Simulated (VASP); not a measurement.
Cu3N:

```
Cu N
1.0
     3.78937    0.00000    0.00000
     0.00000    3.78937    0.00000
     0.00000    0.00000    3.78937
Cu N
3 1
Direct
  0.50000 0.00000 0.00000
  0.00000 0.50000 0.00000
  0.00000 0.00000 0.50000
  0.00000 0.00000 0.00000
```

Base run:

| Item | Value |
| --- | --- |
| Program | VASP 6.6.1 |
| Functional | r2SCAN |
| Potentials or basis | VASP PAW PBE potentials, release 64 (Cu, N) |
| Cutoff | 660 eV |
| k mesh | 6 × 6 × 6 |
| Occupations | fermi-dirac, width 0.02 eV |
| Spin | no spin polarisation |

Its results: band gap on the k mesh 0.25 eV, indirect (least direct gap 0.86 eV); pressure 0.7 GPa.

Q: The run is repeated on the same cell with these changes: functional from r2SCAN to PBE; cutoff from 660 eV to 600 eV. What comes out?

A: Band gap on the k mesh 0.14 eV, indirect (least direct gap 0.69 eV); pressure 4.7 GPa.

r2SCAN gives the wider gap, since meta-GGAs in the generalised Kohn-Sham scheme recover part of the derivative discontinuity.

Caveats: the PAW data sets were made with another functional, which shifts forces and pressure a little (some runs).

A k mesh can miss the band edges.
